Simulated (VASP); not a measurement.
Set up this calculation in VASP 6.6.1, as the native input.

| Quantity | Value |
| --- | --- |
| Task | single point |
| Functional | PBEsol |
| Potentials or basis | VASP PAW PBE potentials, release 64 (C, W_sv) |
| Cutoff | 520 eV |
| k mesh | 1 × 1 × 1, shifted |
| Occupations | fermi-dirac, width 0.05 eV |
| Spin | collinear spin |
| Dipole correction | no |
| Mended | yes |
| Further INCAR settings | LREAL = Auto; ALGO = Normal; EDIFF = 1e-06; NBANDS = 175; ISYM = -1 |

The structure of WC63 (a cell with a defect) lies in POSCAR:

```
WC63
1.0
    7.1076060000      0.0000000000      0.0000000000
    0.0000000000      7.1076060000      0.0000000000
    0.0000000000      0.0000000000      7.1076060000
C W
63 1
Direct
    0.9996540000      0.0000740000      0.9996600000
    0.9993470000      0.9997730000      0.4996510000
    0.9993580000      0.5000860000      0.9993470000
    0.9996950000      0.5001610000      0.4997050000
    0.4996940000      0.9997660000      0.9993470000
    0.4997340000      0.0001270000      0.4997000000
    0.4997370000      0.5001500000      0.9997020000
    0.1252340000      0.1256680000      0.1252310000
    0.1207690000      0.1211860000      0.6244400000
    0.1207580000      0.6248840000      0.1207420000
    0.1241900000      0.6250790000      0.6246340000
    0.6244580000      0.1211880000      0.1207670000
    0.6246550000      0.1246120000      0.6246390000
    0.6246500000      0.6250760000      0.1241830000
    0.6481090000      0.6485250000      0.6480910000
    0.2491880000      0.2496060000      0.0007300000
    0.2428730000      0.2433210000      0.5026510000
    0.2490440000      0.7504800000      0.9986510000
    0.2436410000      0.7564710000      0.4978110000
    0.7500600000      0.2494710000      0.9986600000
    0.7560250000      0.2440930000      0.4978260000
    0.7500800000      0.7504770000      0.0004260000
    0.7557080000      0.7561330000      0.5028070000
    0.3752730000      0.3757030000      0.1238110000
    0.3486190000      0.3490510000      0.6526130000
    0.3751160000      0.8793760000      0.1208570000
    0.3752560000      0.8763120000      0.6250310000
    0.8789600000      0.3755470000      0.1208710000
    0.8759100000      0.3756730000      0.6250480000
    0.8746120000      0.8750420000      0.1250250000
    0.8782260000      0.8786360000      0.6245370000
    0.2491780000      0.0011550000      0.2491590000
    0.2490520000      0.9990690000      0.7500480000
    0.2428650000      0.5031030000      0.2428590000
    0.2436560000      0.4982780000      0.7560280000
    0.7500480000      0.9990690000      0.2490450000
    0.7500810000      0.0008430000      0.7500580000
    0.7560320000      0.4982590000      0.2436340000
    0.7557180000      0.5032620000      0.7557070000
    0.3752740000      0.1242510000      0.3752480000
    0.3751270000      0.1212900000      0.8789530000
    0.3486110000      0.6530480000      0.3485960000
    0.3752510000      0.6254800000      0.8758970000
    0.8789520000      0.1213080000      0.3751040000
    0.8746180000      0.1254490000      0.8746240000
    0.8759000000      0.6254890000      0.3752230000
    0.8782380000      0.6249710000      0.8782250000
    0.0007320000      0.2496110000      0.2491740000
    0.9986630000      0.2494660000      0.7500530000
    0.9986490000      0.7504760000      0.2490170000
    0.0004300000      0.7504870000      0.7500610000
    0.5026690000      0.2433100000      0.2428650000
    0.4978410000      0.2440890000      0.7560280000
    0.4978290000      0.7564570000      0.2436320000
    0.5028340000      0.7561360000      0.7557010000
    0.1238200000      0.3757100000      0.3752510000
    0.1208800000      0.3755370000      0.8789470000
    0.1208640000      0.8793840000      0.3750810000
    0.1250200000      0.8750390000      0.8746190000
    0.6526440000      0.3490330000      0.3485680000
    0.6250700000      0.3756710000      0.8759050000
    0.6250550000      0.8763050000      0.3752340000
    0.6245700000      0.8786310000      0.8782170000
    0.4959420000      0.4963430000      0.4958890000
```

The input as run:

INCAR

```
PREC     = Accurate       # precision mode
ENCUT    = 520            # plane-wave cutoff, eV
EDIFF    = 1E-6           # SCF threshold, eV
ISMEAR   = -1             # smearing method
SIGMA    = 0.05           # smearing width, eV
LREAL    = Auto         
LASPH    = True           # aspherical terms in the spheres
NELM     = 200            # most SCF steps
ALGO     = Normal         # electronic algorithm
ISIF     = 2              # what is computed and relaxed
LWAVE    = False          # write WAVECAR
LCHARG   = False          # write CHGCAR
ISPIN    = 2              # spin polarisation
MAGMOM   = 0 0 0 0 0 0 0 0 0 0 0 0 0 0 0.4 0 0 0 0 0 0 0 0 0 0.4 0 0 0 0 0 0 0 0 0 0 0 0 0 0 0 0 0.4 0 0 0 0 0 0 0 0 0 0 0 0 0 0 0 0 0 0.4 0 0 0 0.4 # initial moments
LORBIT   = 11             # projections on sites
LMAXMIX  = 4              # l up to which the mixer works
GGA      = PS             # functional
NBANDS   = 175            # bands
ISYM     = -1           
GGA_COMPAT= False
```

KPOINTS

```
explicit points
1
Reciprocal
  0.25000000   0.25000000   0.25000000 1
```

Potentials or basis: VASP PAW PBE potentials, release 64 (C, W_sv).

Command:

```bash
$ cat potpaw_PBE.64/C/POTCAR potpaw_PBE.64/W_sv/POTCAR > POTCAR
$ mpirun -np 1 vasp_std > vasp.out
```

Results of the run:

The pressure is 20.3 GPa, the largest force is 0.104 eV/Å and the band gap on the k mesh is 1.17 eV. The net moment is 2.00 μB per cell and the site moments are C -0.00, +0.00, +0.01, -0.02, +0.03, +0.02 (each value once); W +1.37 μB. The valence electrons inside the program's atomic spheres are C 2.57, 2.66, 2.59, 2.61, 2.74, 2.58, 2.60, 2.56 (each value once); W 13.30.

Caveat: the PAW data sets were made with another functional, which shifts forces and pressure a little; spin-orbit coupling is left out, which moves the levels of the heavy elements.

It took 4.6 min on 1 thread of Intel(R) Xeon(R) Platinum 8259CL CPU @ 2.50GHz (Skylake/Cascade Lake) (shared host), peak memory 0.54 GiB.
